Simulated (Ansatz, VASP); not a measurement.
Two plane-wave programs on Na

```
CELL_PARAMETERS angstrom
0.00000 -3.82032 0.00000
-3.82032 0.00000 0.00000
0.00000 0.00000 -5.35479
ATOMIC_POSITIONS crystal
Na 0.50000 0.55473 0.50000
Na 0.00000 0.94527 0.00000
```

Change from the starting cell: mode 4 frozen in at -0.204 Å, equal normal strain along x, y and z +0.0250.

Alike in both runs: task single point; functional PBEsol; k mesh 12 × 12 × 10; occupations gaussian, width 0.15 eV; no spin polarisation.

|  | VASP | Ansatz |
| --- | --- | --- |
| version | VASP 6.6.1 | Ansatz 0.2.0 |
| potentials or method | VASP PAW PBE potentials, release 64 (Na_pv), cutoff 520 eV | scalar-relativistic, plane waves, PAW |
| valence electrons in the cell | 14 | 18 |

Ansatz gave:

```
gap on the k mesh at the Fermi level (eV)                     : none
pressure (GPa)                                                : -0.4
traceless stress, the component that is largest in VASP (GPa) : -0.21
rms of the force components (eV/Å)                            : 0.077
```

Problem. Which values does VASP return?

Solution. gap on the k mesh at the Fermi level (eV): none; pressure (GPa): -0.4; traceless stress, the component that is largest in VASP (GPa): -0.20; rms of the force components (eV/Å): 0.078.

VASP's potentials were made for PBE, not for PBEsol. Atom by atom the forces differ by 0.000 eV/Å (rms over components). A gap of «none» marks a metal or a gap that the smearing closes. VASP's potentials hold 14 valence electrons a cell and Ansatz's 18, so a difference there can come from the potentials and not from the codes.
